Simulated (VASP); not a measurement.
# KPt (P-6m2) in VASP: settings compared

KPt is run at these levels: r2SCAN, PBE; tasks: single point.

All numbers are computed with VASP 6.6.1; they aren't measurements. Logs are shortened: lines on timing, memory, paths and dates and some standing lists are left out, and cuts for length are marked.

### 1 The cell of the first run

Symmetry: P-6m2, No. 187, hexagonal system. Conventional cell: a = 3.001 Å, b = 3.001 Å, c = 5.346 Å, α = 90.00°, β = 90.00°, γ = 120.00°. Within 4.0 Å of Pt (site symmetry -6m2) lie 6 Pt at 3.00 Å and 6 K at 3.19 Å. Within 4.0 Å of K (site symmetry -6m2) lie 6 K at 3.00 Å and 6 Pt at 3.19 Å.

### 2 Single point, r2SCAN

File POSCAR:

```
KPt
1.0
    3.0008472788      0.0000000000      0.0000000000
   -1.5004236394      2.5988099763      0.0000000000
    0.0000000000      0.0000000000      5.3455780000
Pt K
1 1
Direct
    0.6666666667      0.3333333333      0.0000000000
    0.0000000000      0.0000000000      0.5000000000
```

File INCAR.step1:

```
PREC     = Accurate       # precision mode
ENCUT    = 520            # plane-wave cutoff, eV
ISMEAR   = 1              # smearing method
SIGMA    = 0.1            # smearing width, eV
LREAL    = F              # projectors in reciprocal space
LASPH    = T              # aspherical terms in the spheres
NELM     = 100            # most SCF steps
NBANDS   = 16             # bands
GGA      = PE             # functional
ALGO     = Normal         # electronic algorithm
EDIFF    = 1E-4           # SCF threshold, eV
LWAVE    = T              # write WAVECAR
LCHARG   = F              # write CHGCAR
```

File INCAR.step2:

```
PREC     = Accurate       # precision mode
ENCUT    = 520            # plane-wave cutoff, eV
EDIFF    = 1E-6           # SCF threshold, eV
ISMEAR   = 1              # smearing method
SIGMA    = 0.1            # smearing width, eV
LREAL    = F              # projectors in reciprocal space
LASPH    = T              # aspherical terms in the spheres
NELM     = 100            # most SCF steps
ALGO     = Normal         # electronic algorithm
ISIF     = 2              # what is computed and relaxed
LWAVE    = F              # write WAVECAR
LCHARG   = F              # write CHGCAR
METAGGA  = R2SCAN         # meta-GGA
LMIXTAU  = T            
NBANDS   = 16             # bands
ISTART   = 1
```

File KPOINTS:

```
regular mesh
0
Gamma
  11 11 6
```

Potentials or basis: VASP PAW PBE potentials, release 64 (Pt, K_sv).

The run is started by

```console
> cat potpaw_PBE.64/Pt/POTCAR potpaw_PBE.64/K_sv/POTCAR > POTCAR
> cp INCAR.step1 INCAR
> mpirun -np 1 vasp_std > vasp.out
> cp INCAR.step2 INCAR
> mpirun -np 1 vasp_std > vasp.out
```

OUTCAR:

```text
PREC = Accurate
   ENCUT = 520
   EDIFF = 1E-6
   ISMEAR = 1
   LREAL = F
   LASPH = T
   NELM = 100
   ISIF = 2
   METAGGA = R2SCAN
   ISTART = 1

 ion  position               nearest neighbor table
   1  0.667  0.333  0.000-   2 3.19   2 3.19   2 3.19   2 3.19   2 3.19   2 3.19
   2  0.000  0.000  0.500-   1 3.19   1 3.19   1 3.19   1 3.19   1 3.19   1 3.19

  LATTYP: Found a hexagonal cell.
 ALAT       =     3.0008472788
 C/A-ratio  =     1.7813562315

  Lattice vectors:

 A1 = (   3.0008472788,   0.0000000000,   0.0000000000)
 A2 = (  -1.5004236394,   2.5988099763,   0.0000000000)
 A3 = (   0.0000000000,   0.0000000000,   5.3455780000)

Analysis of symmetry for initial positions (statically):
=====================================================================
 Subroutine PRICEL returns:
 Original cell was already a primitive cell.

 Routine SETGRP: Setting up the symmetry group for a
 hexagonal supercell.

 Subroutine GETGRP returns: Found 12 space group operations
 (whereof 12 operations were pure point group operations)
 out of a pool of 24 trial point group operations.

The static configuration has the point symmetry D_3h.

Analysis of symmetry for dynamics (positions and initial velocities):
=====================================================================
 Subroutine PRICEL returns:
 Original cell was already a primitive cell.

 Routine SETGRP: Setting up the symmetry group for a
 hexagonal supercell.

 Subroutine GETGRP returns: Found 12 space group operations
 (whereof 12 operations were pure point group operations)
 out of a pool of 24 trial point group operations.

The dynamic configuration has the point symmetry D_3h.

 Subroutine INISYM returns: Found 12 space group operations
 (whereof 12 operations are pure point group operations),
 and found     1 'primitive' translations

----------------------------------------------------------------------------------------

                                     Primitive cell

  volume of cell :      41.6882

  direct lattice vectors                    reciprocal lattice vectors
     3.000847279  0.000000000  0.000000000     0.333239218  0.192395752  0.000000000
    -1.500423639  2.598809976  0.000000000     0.000000000  0.384791504  0.000000000
     0.000000000  0.000000000  5.345578000     0.000000000  0.000000000  0.187070509

  length of vectors
     3.000847279  3.000847279  5.345578000     0.384791504  0.384791504  0.187070509

  position of ions in fractional coordinates (direct lattice)
     0.666666667  0.333333333  0.000000000
     0.000000000  0.000000000  0.500000000

  ion indices of the primitive-cell ions
   primitive index   ion index
                 1           1
                 2           2

----------------------------------------------------------------------------------------

 KPOINTS: regular mesh

Automatic generation of k-mesh.
 Grid dimensions read from file:
 generate k-points for:   11   11    6

 Generating k-lattice:

  Cartesian coordinates                     Fractional coordinates (reciprocal lattice)
     0.030294474  0.017490523  0.000000000     0.090909091  0.000000000  0.000000000
     0.000000000  0.034981046  0.000000000     0.000000000  0.090909091  0.000000000
     0.000000000  0.000000000  0.031178418     0.000000000  0.000000000  0.166666667

  Length of vectors
     0.034981046  0.034981046  0.031178418

  Shift w.r.t. Gamma in fractional coordinates (k-lattice)
     0.000000000  0.000000000  0.000000000

 Subroutine IBZKPT returns following result:
 ===========================================

 Found     64 irreducible k-points:

 Following reciprocal coordinates:
            Coordinates               Weight
  0.000000  0.000000  0.000000      1.000000
  0.090909 -0.000000  0.000000      6.000000
  0.181818  0.000000  0.000000      6.000000
  0.272727  0.000000  0.000000      6.000000
  0.363636  0.000000  0.000000      6.000000
  0.454545  0.000000  0.000000      6.000000
[... 16 lines left out ...]
  0.090909  0.090909  0.166667     12.000000
  0.181818  0.090909  0.166667     24.000000
 [... further k-points ...]
   k-points           NKPTS =     64   k-points in BZ     NKDIM =     64   number of bands    NBANDS=     16
   number of dos      NEDOS =    301   number of ions     NIONS =      2
   total plane-waves  NPLWV =  23040
   dimension x,y,z NGX =    24 NGY =   24 NGZ =   40
   dimension x,y,z NGXF=    48 NGYF=   48 NGZF=   80
   ions per type =               1   1
   NGX,Y,Z   is equivalent  to a cutoff of  13.30, 13.30, 12.44 a.u.
   NGXF,Y,Z  is equivalent  to a cutoff of  26.59, 26.59, 24.88 a.u.
 SYSTEM =  unknown system
   PREC   = accura    normal or accurate (medium, high low for compatibility)
   ISTART =      1    job   : 0-new  1-cont  2-samecut
   ICHARG =      0    charge: 1-file 2-atom 10-const
   ISPIN  =      1    spin polarized calculation?
   LNONCOLLINEAR =      F non collinear calculations
   LSORBIT =      F    spin-orbit coupling
   LASPH  =      T    aspherical Exc in radial PAW
   ENCUT  =  520.0 eV  38.22 Ry    6.18 a.u.   5.58  5.58  9.94*2*pi/ulx,y,z
   NELM   =    100;   NELMIN=  2; NELMDL=  0     # of ELM steps
   EDIFF  = 0.1E-05   stopping-criterion for ELM
   LREAL  =      F    real-space projection
   EDIFFG = 0.1E-04   stopping-criterion for IOM
   NSW    =      0    number of steps for IOM
   IBRION =     -1    ionic relax: 0-MD 1-quasi-New 2-CG
   NFREE  =      0    steps in history (QN), initial steepest desc. (CG)
   ISIF   =      2    stress and relaxation
   ISYM   =      2    0-nonsym 1-usesym 2-fastsym
   POTIM  = 0.5000    time-step for ionic-motion
   TEBEG  =    0.0;   TEEND  =   0.0 temperature during run
   PSTRESS=    0.0 pullay stress
   NELECT =      19.0000    total number of electrons
   NUPDOWN=      -1.0000    fix difference up-down
   EMIN   =  10.00;   EMAX   =-10.00  energy-range for DOS
   EFERMI =   0.00;   METHOD = LEGACY
   ISMEAR =     1;   SIGMA  =   0.10  broadening in eV -4-tet -1-fermi 0-gaus
   EFERMI_NEDOS =   21; number of points for ismear=-14 and -15
   IALGO  =     38    algorithm
   IMIX   =      4    mixing-type and parameters
     AMIX     =   0.40;   BMIX     =  1.00
     AMIX_MAG =   1.60;   BMIX_MAG =  1.00
  volume/ion in A,a.u.               =      20.84       140.66
  Fermi-wavevector in a.u.,A,eV,Ry     =   1.259858  2.380787 21.595748  1.587243
  Thomas-Fermi vector in A             =   2.393397
   LORBIT       =      0    0 simple, 1 ext, 2 COOP (PROOUT), +10 PAW based schemes
   METAGGA = R2SCAN    functional components
   LHFCALC =     F    Hartree Fock is set to
   AEXX    =    0.0000 exact exchange contribution
   IVDW    =     0    specifies the selected vdW correction
   LEPSILON=     F    determine dielectric tensor
   LRPA    =     F    only Hartree local field effects (RPA)
 non-spin polarized calculation
 Methfessel and Paxton  Order N= 1 SIGMA  =   0.10
  energy-cutoff  :      520.00
  volume of cell :       41.69
 maximum number of plane-waves:      1147
 NGX is ok and might be reduce to    24
   NGX = 11   NGY = 11   NGZ = 19

 number of electron      19.0000002 magnetization

 Free energy of the ion-electron system (eV)
  ---------------------------------------------------
  ext. energy  EPLUGINS =         0.00000000
  ---------------------------------------------------
  free energy    TOTEN  =       -57.12385302 eV

  energy without entropy =      -57.12226152  energy(sigma->0) =      -57.12332252

 E-fermi :   5.5411     XC(G=0): -11.2761

 val. band max:        5.5409380139   @ k =   0.4545   0.0000   0.0000
 cond. band min:       5.6777064533   @ k =   0.4545   0.0000   0.1667
 fundamental gap:      0.1367684395
 Fermi energy:         5.5411224327

 k-point     1 :       0.0000    0.0000    0.0000
  band No.  band energies     occupation
      1     -28.5458      2.00000
      2     -10.9888      2.00000
      3     -10.1669      2.00000
      4     -10.1669      2.00000
      5      -1.1793      2.00000
      6       2.0408      2.00000
[... 8 lines left out ...]
     15      14.8165      0.00000
     16      14.8165      0.00000

 k-point     2 :       0.0909   -0.0000    0.0000
  band No.  band energies     occupation
      1     -28.5101      2.00000
      2     -10.9537      2.00000
      3     -10.3654      2.00000
      4     -10.2069      2.00000
      5      -0.9107      2.00000
      6       2.1496      2.00000
[... 8 lines left out ...]
     15      14.6767      0.00000
     16      14.7332      0.00000

 k-point     3 :       0.1818    0.0000    0.0000
  band No.  band energies     occupation
      1     -28.4126      2.00000
      2     -10.8725      2.00000
      3     -10.8579      2.00000
      4     -10.3124      2.00000
      5      -0.1678      2.00000
      6       2.3782      2.00000
[... 8 lines left out ...]
     15      14.5208      0.00000
     16      14.5797      0.00000

 k-point     4 :       0.2727    0.0000    0.0000
  band No.  band energies     occupation
      1     -28.2810      2.00000
      2     -11.4916      2.00000
      3     -10.7287      2.00000
      4     -10.4466      2.00000
      5       0.7211      2.00000
      6       2.5003      2.00000
[... 8 lines left out ...]
     15      14.2636      0.00000
     16      14.8786      0.00000

 k-point     5 :       0.3636    0.0000    0.0000
  band No.  band energies     occupation
      1     -28.1557      2.00000
      2     -12.0262      2.00000
      3     -10.6058      2.00000
      4     -10.5663      2.00000
      5       1.0270      2.00000
      6       2.3311      2.00000
[... 8 lines left out ...]
     15      14.6851      0.00000
     16      15.3403      0.00000

 k-point     6 :       0.4545    0.0000    0.0000
  band No.  band energies     occupation
      1     -28.0792      2.00000
      2     -12.3316      2.00000
      3     -10.6359      2.00000
      4     -10.5308      2.00000
      5       0.9797      2.00000
      6       2.0746      2.00000
[... 8 lines left out ...]
     15      15.2657      0.00000
     16      15.8337      0.00000
[... 267 lines left out ...]
 k-point    21 :       0.3636    0.0000    0.1667
  band No.  band energies     occupation
      1     -28.1556      2.00000
      2     -12.0233      2.00000
      3     -10.6088      2.00000
      4     -10.5669      2.00000
      5       1.0311      2.00000
      6       2.2413      2.00000
[... 8 lines left out ...]
     15      14.0656      0.00000
     16      14.6905      0.00000

 k-point    22 :       0.4545    0.0000    0.1667
  band No.  band energies     occupation
      1     -28.0792      2.00000
      2     -12.3285      2.00000
      3     -10.6366      2.00000
      4     -10.5305      2.00000
      5       0.9724      2.00000
      6       2.0081      2.00000
[... 8 lines left out ...]
     15      14.4668      0.00000
     16      14.9988      0.00000

 k-point    23 :       0.0909    0.0909    0.1667
  band No.  band energies     occupation
      1     -28.4430      2.00000
      2     -10.9053      2.00000
      3     -10.7025      2.00000
      4     -10.2938      2.00000
      5      -0.2788      2.00000
      6       2.3975      2.00000
[... 8 lines left out ...]
     15      14.0197      0.00000
     16      14.4731      0.00000

 k-point    24 :       0.1818    0.0909    0.1667
  band No.  band energies     occupation
      1     -28.3283      2.00000
      2     -11.2323      2.00000
      3     -10.7863      2.00000
      4     -10.4470      2.00000
      5       0.5870      2.00000
      6       2.4856      2.00000
[... 8 lines left out ...]
     15      13.6188      0.00000
     16      14.1970      0.00000

 [... further k-points ...]

------------------------ aborting loop because EDIFF is reached ----------------------------------------

  FORCE on cell =-STRESS in cart. coord.  units (eV):
  Direction    XX          YY          ZZ          XY          YZ          ZX
  --------------------------------------------------------------------------------------
  -------------------------------------------------------------------------------------
  Total       -0.5217185     -0.5217185     -0.4477905     -0.0000000      0.0000000      0.0000000
  in kB      -20.0508951    -20.0508951    -17.2096645     -0.0000000      0.0000000      0.0000000
  external PRESSURE =     -19.1038183 kB  Pullay stress =       0.0000000 kB

 VOLUME and BASIS-vectors are now :
 -----------------------------------------------------------------------------
  energy-cutoff  :      520.00
  volume of cell :       41.69
      direct lattice vectors                 reciprocal lattice vectors
     3.000847279  0.000000000  0.000000000     0.333239218  0.192395752  0.000000000
    -1.500423639  2.598809976  0.000000000     0.000000000  0.384791504  0.000000000
     0.000000000  0.000000000  5.345578000     0.000000000  0.000000000  0.187070509

 POSITION                                       TOTAL-FORCE (eV/Angst)
 -----------------------------------------------------------------------------------
      1.50042      0.86627      0.00000         0.000000      0.000000      0.000000
      0.00000      0.00000      2.67279        -0.000000     -0.000000      0.000000
 -----------------------------------------------------------------------------------
    total drift:                               -0.000000      0.000000      0.000000

  FREE ENERGIE OF THE ION-ELECTRON SYSTEM (eV)
  ---------------------------------------------------
  free  energy   TOTEN  =       -57.1238530166 eV

  energy  without entropy=      -57.1222615168  energy(sigma->0) =      -57.12332252
```

Wall time 98 s (1 thread of Intel Xeon Platinum 8375C at 2.90GHz (Ice Lake), shared host); peak memory 0.2 GiB.

Results:

- Free energy: -57.1239 eV
- Pressure: -1.9 GPa

Caveat: the PAW data sets were made with another functional, which shifts forces and pressure a little; spin-orbit coupling is left out, which moves the levels of the heavy elements.

### 3 Single point, r2SCAN

POSCAR is that of step 2.

Changes to INCAR.step1 since step 2:

```diff
@@ -6,3 +6,3 @@
 LASPH    = T              # aspherical terms in the spheres
-NELM     = 100            # most SCF steps
+NELM     = 60             # most SCF steps
 NBANDS   = 16             # bands
```

Changes to INCAR.step2 since step 2:

```diff
@@ -7,3 +7,3 @@
 LASPH    = T              # aspherical terms in the spheres
-NELM     = 100            # most SCF steps
+NELM     = 60             # most SCF steps
 ALGO     = Normal         # electronic algorithm
```

File KPOINTS:

```
Automatic mesh
0
Gamma
  14 14 7
```

Potentials or basis: VASP PAW PBE potentials, release 64 (Pt, K_sv).

The run is started by

```console
> cat potpaw_PBE.64/Pt/POTCAR potpaw_PBE.64/K_sv/POTCAR > POTCAR
> cp INCAR.step1 INCAR
> mpirun -np 1 vasp_std > vasp.out
> cp INCAR.step2 INCAR
> mpirun -np 1 vasp_std > vasp.out
```

It took 1.9 min on 1 thread of Intel Xeon Platinum 8375C at 2.90GHz (Ice Lake), shared host; peak memory 0.22 GiB.

The run converged. Its results:

* Free energy: -57.1161 eV
* Pressure: -2.2 GPa

Stress tensor (GPa, compression positive):
```
-2.43  0.00  0.00
 0.00 -2.43  0.00
 0.00  0.00 -1.83
```

Levels at points of the mesh, in eV from the Fermi level:
```tsv
k point	band 7	band 8	band 9	band 10	band 11	band 12	band 13	band 14
(0.00, 0.00, 0.00)	-2.52	-2.52	-1.21	-1.21	1.65	2.07	5.73	5.73
(0.50, 0.00, 0.00)	-2.50	-1.75	0.00	0.47	1.92	2.38	3.70	8.34
```

Caveat: the PAW data sets were made with another functional, which shifts forces and pressure a little; spin-orbit coupling is left out, which moves the levels of the heavy elements.

### 4 Single point, PBE

File INCAR:

```
PREC = Accurate
ENCUT = 520
EDIFF = 1E-6
ISMEAR = 0
SIGMA = 0.05
LREAL = F
LASPH = T
NELM = 100
ALGO = Fast
ISIF = 2
LWAVE = F
LCHARG = F
GGA = PE
NBANDS = 16
```

File KPOINTS:

```
Automatic mesh
0
Gamma
  17 17 8
```

POSCAR is that of step 3.

The run is started by

```console
> cat potpaw_PBE.64/Pt/POTCAR potpaw_PBE.64/K_sv/POTCAR > POTCAR
> mpirun -np 1 vasp_std > vasp.out
```

Run time: 82 s. Hardware: 1 thread of Intel Xeon Platinum 8375C at 2.90GHz (Ice Lake), shared host; peak memory 0.24 GiB.

It converged, with:

* Free energy: -6.5933 eV
* Pressure: 0.4 GPa

Stress tensor (GPa, compression positive):
```
0.13 0.00 0.00
0.00 0.13 0.00
0.00 0.00 0.87
```

Levels at points of the mesh, in eV from the Fermi level:
```csv
k point,band 7,band 8,band 9,band 10,band 11,band 12,band 13,band 14
"(0.00, 0.00, 0.00)",-2.36,-2.36,-1.02,-1.02,1.62,1.92,5.64,5.64
"(0.00, 0.00, 0.50)",-2.38,-2.38,-1.41,-1.03,-1.03,2.87,5.78,5.78
```

Caveat: spin-orbit coupling is left out, which moves the levels of the heavy elements.

### 5 Single point, r2SCAN

POSCAR is that of step 4.

File INCAR.step1:

```
SYSTEM = KPt
ALGO = Normal ; EDIFF = 1E-4
ENCUT = 520 ; GGA = PE
ISMEAR = 1 ; LASPH = .True.
LCHARG = .False. ; LREAL = .False.
LWAVE = .True. ; NBANDS = 16
NELM = 80 ; PREC = Accurate
SIGMA = 0.1
```

File INCAR.step2:

```
SYSTEM = KPt
ALGO = Normal ; EDIFF = 1E-7
ENCUT = 520 ; ISIF = 2
ISMEAR = 1 ; ISTART = 1
LASPH = .True. ; LCHARG = .False.
LMIXTAU = .True. ; LREAL = .False.
LWAVE = .False. ; METAGGA = R2SCAN
NBANDS = 16 ; NELM = 80
PREC = Accurate ; SIGMA = 0.1
```

File KPOINTS:

```
k-points
0
Gamma
  17 17 8
  0 0 0
```

The run is started by

```console
> cat potpaw_PBE.64/Pt/POTCAR potpaw_PBE.64/K_sv/POTCAR > POTCAR
> cp INCAR.step1 INCAR
> mpirun -np 1 vasp_std > vasp.out
> cp INCAR.step2 INCAR
> mpirun -np 1 vasp_std > vasp.out
```

It took 4.4 min on 1 thread of Intel Xeon Platinum 8375C at 2.90GHz (Ice Lake), shared host; peak memory 0.26 GiB.

Results (log left out):

```
Free energy : -57.1127 eV
Pressure    : -2.1 GPa
```

Stress tensor (GPa, compression positive):
```
-2.31  0.00  0.00
 0.00 -2.31  0.00
 0.00  0.00 -1.75
```

Levels at points of the mesh, in eV from the Fermi level:
```
           k point  band 8  band 9  band 10  band 11  band 12  band 13
(0.00, 0.00, 0.00)   -2.49   -1.18    -1.18     1.68     2.10     5.77
(0.00, 0.00, 0.50)   -2.50   -1.26    -1.18    -1.18     3.00     5.91
```

Caveat: the PAW data sets were made with another functional, which shifts forces and pressure a little; spin-orbit coupling is left out, which moves the levels of the heavy elements.

### 6 The runs side by side

```tsv
level	k mesh	smearing	gap on the mesh (eV)	pressure (GPa)
r2SCAN	11 × 11 × 6	methfessel-paxton 0.1 eV	none	-1.9
r2SCAN	14 × 14 × 7	methfessel-paxton 0.1 eV	none	-2.2
PBE	17 × 17 × 8	gaussian 0.05 eV	none	0.4
r2SCAN	17 × 17 × 8	methfessel-paxton 0.1 eV	none	-2.1
```

Alike in all rows: task single point; potentials or basis VASP PAW PBE potentials, release 64 (Pt, K_sv); no spin polarisation; cell as given; cutoff (eV) 520.

Every run on the cell as given and a fine mesh finds a metal. The pressure there spans -2.2 GPa (r2SCAN) to 0.4 GPa (PBE); a positive pressure means that this level wants a larger cell, a negative one a smaller.

Caveats: spin-orbit coupling is left out, which moves the levels of the heavy elements; the PAW data sets were made with another functional, which shifts forces and pressure a little (some runs).

Absolute energies hang on the potentials; compare differences alone.
